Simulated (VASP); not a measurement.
# Al4N5 in VASP: further runs, part 2 of 2

VASP 6.6.1. Earlier steps stand in the parts before.

### Step 4. Single point, PBE

The input, INCAR:

```
PREC = Accurate ; ENCUT = 520
EDIFF = 1E-6 ; ISMEAR = 0
SIGMA = 0.05 ; LREAL = Auto
LASPH = True ; NELM = 80
ALGO = Normal ; ISIF = 2
LWAVE = False ; LCHARG = True
LDIPOL = True ; IDIPOL = 3
DIPOL = 0.5 0.5 0.321 ; GGA = PE
LELF = True ; LVHAR = True
LVACPOTAV = True ; NBANDS = 52
```

The input, KPOINTS:

```
regular mesh
0
Gamma
  5 6 1
```

The input, POSCAR:

```
Al4N5
1.0
    6.2595366887      0.0000000000      0.0000000000
    0.0000000000      5.0173032419      0.0000000000
    0.0000000000      0.0000000000     20.1620320362
Al N
8 10
Direct
    0.0000000000      0.9982714950      0.1983927013
    0.5000000000      0.9982714950      0.1983927013
    0.2500000000      0.4982714950      0.2432039732
    0.7500000000      0.4982714950      0.2432039732
    0.2500000000      0.9915197249      0.3381855719
    0.7500000000      0.9915197249      0.3381855719
    0.0000000000      0.4624332456      0.3657061888
    0.5000000000      0.4624332456      0.3657061888
    0.0000000000      0.6167285050      0.1983927013
    0.5000000000      0.6167285050      0.1983927013
    0.2500000000      0.1167285050      0.2432039732
    0.7500000000      0.1167285050      0.2432039732
    0.2500000000      0.6143669383      0.3369672669
    0.7500000000      0.6143669383      0.3369672669
    0.0000000000      0.1112303967      0.3750629908
    0.5000000000      0.1112303967      0.3750629908
    0.2500000000      0.2778970633      0.5623293117
    0.2500000000      0.2778970633      0.6169977871
```

Potentials or basis: VASP PAW PBE potentials, release 64 (Al, N).

The run is started by

```console
> cat potpaw_PBE.64/Al/POTCAR potpaw_PBE.64/N/POTCAR > POTCAR
> mpirun -np 1 vasp_std > vasp.out
```

OUTCAR:

```text
PREC = Accurate
   ENCUT = 520
   EDIFF = 1E-6
   ISMEAR = 0
   LREAL = Auto
   LASPH = True
   NELM = 80
   ISIF = 2
   GGA = PE

 ion  position               nearest neighbor table
   1  0.000  0.998  0.198-  11 1.90  12 1.90   9 1.91   4 3.09   3 3.09   3 3.09   4 3.09   2 3.13
                             2 3.13   5 3.22   6 3.22
   2  0.500  0.998  0.198-  11 1.90  12 1.90  10 1.91   4 3.09   3 3.09   3 3.09   4 3.09   1 3.13
                             1 3.13   5 3.22   6 3.22
   3  0.250  0.498  0.243-   9 1.90  10 1.90  11 1.91  13 1.98   7 2.93   8 2.93   1 3.09   2 3.09
                             1 3.09   2 3.09   5 3.13   4 3.13   4 3.13   5 3.18
   4  0.750  0.498  0.243-   9 1.90  10 1.90  12 1.91  14 1.98   7 2.93   8 2.93   1 3.09   2 3.09
                             1 3.09   2 3.09   6 3.13   3 3.13   3 3.13   6 3.18
   5  0.250  0.992  0.338-  15 1.83  16 1.83  13 1.89  11 2.02   7 2.89   8 2.89   3 3.13   6 3.13
                             6 3.13   8 3.13   7 3.13   3 3.18   2 3.22   1 3.22
   6  0.750  0.992  0.338-  15 1.83  16 1.83  14 1.89  12 2.02   7 2.89   8 2.89   4 3.13   5 3.13
                             5 3.13   8 3.13   7 3.13   4 3.18   2 3.22   1 3.22
   7  0.000  0.462  0.366-  15 1.77  14 1.83  13 1.83   6 2.89   5 2.89   4 2.93   3 2.93   8 3.13
                             8 3.13   6 3.13   5 3.13
   8  0.500  0.462  0.366-  16 1.77  14 1.83  13 1.83   6 2.89   5 2.89   4 2.93   3 2.93   7 3.13
                             7 3.13   6 3.13   5 3.13
   9  0.000  0.617  0.198-   3 1.90   4 1.90   1 1.91
  10  0.500  0.617  0.198-   3 1.90   4 1.90   2 1.91
  11  0.250  0.117  0.243-   1 1.90   2 1.90   3 1.91   5 2.02
  12  0.750  0.117  0.243-   1 1.90   2 1.90   4 1.91   6 2.02
  13  0.250  0.614  0.337-   7 1.83   8 1.83   5 1.89   3 1.98
  14  0.750  0.614  0.337-   7 1.83   8 1.83   6 1.89   4 1.98
  15  0.000  0.111  0.375-   7 1.77   6 1.83   5 1.83
  16  0.500  0.111  0.375-   8 1.77   6 1.83   5 1.83
  17  0.250  0.278  0.562-  18 1.10
  18  0.250  0.278  0.617-  17 1.10

  LATTYP: Found a simple orthorhombic cell.
 ALAT       =     5.0173032419
 B/A-ratio  =     1.2475898679
 C/A-ratio  =     4.0184997924

  Lattice vectors:

 A1 = (   0.0000000000,  -5.0173032419,   0.0000000000)
 A2 = (   6.2595366887,   0.0000000000,   0.0000000000)
[... 183 lines left out ...]
  volume of cell :      633.21
 maximum number of plane-waves:     17102
 NGX is ok and might be reduce to    48
   NGX = 23   NGY = 19   NGZ = 75

 dipolmoment           0.000000      0.000000     -0.007266 electrons x Angstroem

 number of electron      73.9999992 magnetization

 dipolmoment           0.000000      0.000000      0.048526 electrons x Angstroem

 Free energy of the ion-electron system (eV)
  ---------------------------------------------------
  ext. energy  EPLUGINS =         0.00000000
  ---------------------------------------------------
  free energy    TOTEN  =      -126.68215196 eV

  energy without entropy =     -126.68215196  energy(sigma->0) =     -126.68215196

 E-fermi :  -1.3825     XC(G=0):  -4.3149

 val. band max:       -1.6924229712   @ k =   0.0000   0.5000   0.0000
 cond. band min:      -0.3112375411   @ k =   0.0000   0.0000   0.0000
 fundamental gap:      1.3811854302
 Fermi energy:        -1.3824703155

 k-point     1 :       0.0000    0.0000    0.0000
  band No.  band energies     occupation
      1     -24.9750      2.00000
      2     -16.9333      2.00000
      3     -15.7861      2.00000
      4     -15.7805      2.00000
      5     -14.9375      2.00000
      6     -14.5564      2.00000
[... 613 lines left out ...]
     48       4.4553      0.00000
     49       4.7139      0.00000
 [bands above 49 left out]

------------------------ aborting loop because EDIFF is reached ----------------------------------------

  FORCE on cell =-STRESS in cart. coord.  units (eV):
  Direction    XX          YY          ZZ          XY          YZ          ZX
  --------------------------------------------------------------------------------------
  -------------------------------------------------------------------------------------
  Total        3.8810796     -4.4636014     -3.8764086      0.0000000      1.7508370      0.0000000
  in kB        9.8201087    -11.2940356     -9.8082898      0.0000000      4.4300586      0.0000000
  external PRESSURE =      -3.7607389 kB  Pullay stress =       0.0000000 kB

 VOLUME and BASIS-vectors are now :
 -----------------------------------------------------------------------------
  energy-cutoff  :      520.00
  volume of cell :      633.21
      direct lattice vectors                 reciprocal lattice vectors
     6.259536689  0.000000000  0.000000000     0.159756233  0.000000000  0.000000000
     0.000000000  5.017303242  0.000000000     0.000000000  0.199310257  0.000000000
     0.000000000  0.000000000 20.162032036     0.000000000  0.000000000  0.049598175

 POSITION                                       TOTAL-FORCE (eV/Angst)
 -----------------------------------------------------------------------------------
      0.00000      5.00863      4.00000        -0.000175     -1.628583      2.305546
      3.12977      5.00863      4.00000         0.000175     -1.628583      2.305546
      1.56488      2.49998      4.90349         0.000000      0.795971     -1.939812
      4.69465      2.49998      4.90349         0.000000      0.794130     -1.942879
      1.56488      4.97476      6.81851         0.000000     -0.005404      0.012972
      4.69465      4.97476      6.81851         0.000000     -0.003257      0.003844
[... 10 lines left out ...]
      1.56488      1.39429     11.33770         0.000000      0.047694     -1.748584
      1.56488      1.39429     12.43993         0.000000     -0.025487      1.750023
 -----------------------------------------------------------------------------------
    total drift:                               -0.000000     -0.007446      0.011436

  FREE ENERGIE OF THE ION-ELECTRON SYSTEM (eV)
  ---------------------------------------------------
  free  energy   TOTEN  =      -126.6821519615 eV

  energy  without entropy=     -126.6821519615  energy(sigma->0) =     -126.68215196

 vacuum level on the upper side and lower side of the slab         3.519         3.239
```

OSZICAR:

```text
N       E                     dE             d eps       ncg     rms          rms(c)
DAV:   1     0.585858360654E+03    0.58586E+03   -0.28035E+04  1256   0.110E+03
DAV:   2    -0.263873331291E+02   -0.61225E+03   -0.58718E+03  1768   0.255E+02
DAV:   3    -0.148415002889E+03   -0.12203E+03   -0.12081E+03  1576   0.116E+02
[... 19 lines left out ...]
DAV:  23    -0.126682139076E+03   -0.41632E-04   -0.36213E-06  1196   0.558E-03    0.152E-03
DAV:  24    -0.126682145232E+03   -0.61560E-05   -0.50951E-07  1192   0.332E-03    0.762E-04
DAV:  25    -0.126682150875E+03   -0.56426E-05   -0.49518E-07  1012   0.230E-03    0.685E-04
DAV:  26    -0.126682151886E+03   -0.10111E-05   -0.12774E-07  1116   0.135E-03    0.396E-04
DAV:  27    -0.126682151962E+03   -0.75466E-07   -0.10534E-07  1076   0.141E-03
   1 F= -.12668215E+03 E0= -.12668215E+03  d E =-.193672E-19
```

Run time: 20 min. Hardware: 1 thread of Intel Xeon 8259CL, shared host; peak memory 0.71 GiB.

What came out:

- Free energy: -126.6822 eV
- Largest force: 2.823 eV/Å
- Band gap on the k mesh: 1.38 eV (least direct gap 1.41 eV)

Forces in eV/Å, atoms in the order of the input:
```
Al   0.000 -1.629  2.306
Al   0.000 -1.629  2.306
Al   0.000  0.796 -1.940
Al   0.000  0.794 -1.943
Al   0.000 -0.005  0.013
Al   0.000 -0.003  0.004
Al   0.011  0.019 -0.007
Al  -0.011  0.019 -0.007
N    0.000  0.715  0.774
N    0.000  0.715  0.774
N    0.000  0.115 -1.126
N    0.000  0.115 -1.129
N    0.000 -0.014  0.010
N    0.000 -0.013  0.017
N   -0.012 -0.009 -0.027
N    0.012 -0.009 -0.027
N    0.000  0.048 -1.749
N    0.000 -0.025  1.750
```

Levels at points of the mesh, in eV from the valence-band top:
```
           k point  band 35  band 36  band 37  band 38  band 39  band 40
(0.00, 0.00, 0.00)    -0.24    -0.08    -0.03     1.38     2.96     2.97
(0.00, 0.50, 0.00)    -0.41    -0.26     0.00     1.90     2.86     3.00
```

Caveat: the standard files for N, O and F lose accuracy on very short bonds.

### Step 5. The runs side by side

| cell | gap on the mesh (eV) | largest force (eV/Å) |
| --- | --- | --- |
| as given, atomic positions A | 1.41 | 2.82 |
| as given, atomic positions B | 1.39 | 2.82 |
| as given, atomic positions C | 1.38 | 2.82 |

Alike in all rows: task single point; level PBE; potentials or basis VASP PAW PBE potentials, release 64 (Al, N); no spin polarisation; k mesh 5 × 6 × 1; cutoff (eV) 520; smearing gaussian 0.05 eV.

Caveats: the standard files for N, O and F lose accuracy on very short bonds.

Total energies depend on the potentials used, so only differences within one code and one set of settings carry meaning.
